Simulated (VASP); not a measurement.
Wanted: the native input for a VASP 6.6.1 run.

```yaml
Task: single point
Functional: PBE
Potentials_or_basis: VASP PAW PBE potentials, release 64 (Sr_sv, Ti_sv, O)
Cutoff: 520 eV
k_mesh: 18 × 18 × 8
Occupations: gaussian, width 0.1 eV
Spin: no spin polarisation
Dipole_correction: no
Further_INCAR_settings: ALGO = Normal; EDIFF = 1e-06; NBANDS = 21
```

The structure of SrTiO lies in POSCAR:

```
SrTiO
1.0
    3.4540838252      0.0000000025      0.0000000000
   -1.7270419148      2.9913243382      0.0000000000
    0.0000000000      0.0000000000      6.2804538611
Sr Ti O
1 1 1
Direct
    0.0000000000      0.0000000000      0.0000000000
    0.3333333333      0.6666666667      0.5000000000
    0.6666666667      0.3333333333      0.5000000000
```

The cell was built from a structure type or drawn by symmetry, and may not be a known phase.

The input as run:

INCAR

```
PREC     = Accurate       # precision mode
ENCUT    = 520            # plane-wave cutoff, eV
EDIFF    = 1E-6           # SCF threshold, eV
ISMEAR   = 0              # smearing method
SIGMA    = 0.1            # smearing width, eV
LREAL    = False          # projectors in reciprocal space
LASPH    = True           # aspherical terms in the spheres
NELM     = 80             # most SCF steps
ALGO     = Normal         # electronic algorithm
ISIF     = 2              # what is computed and relaxed
LWAVE    = False          # write WAVECAR
LCHARG   = False          # write CHGCAR
GGA      = PE             # functional
NBANDS   = 21             # bands
```

KPOINTS

```
regular mesh
0
Gamma
  18 18 8
```

Potentials or basis: VASP PAW PBE potentials, release 64 (Sr_sv, Ti_sv, O).

Launch:

```bash
$ cat potpaw_PBE.64/Sr_sv/POTCAR potpaw_PBE.64/Ti_sv/POTCAR potpaw_PBE.64/O/POTCAR > POTCAR
$ mpirun -np 1 vasp_std > vasp.out
```

Results of the run:

| Property | Result |
| --- | --- |
| Pressure | 0.2 GPa |
| Band gap on the k mesh | zero (bands 14 and 15 overlap by 1.29 eV) |

It took 5.4 min on 1 thread of Intel Xeon 8259CL (shared host), peak memory 0.4 GiB.
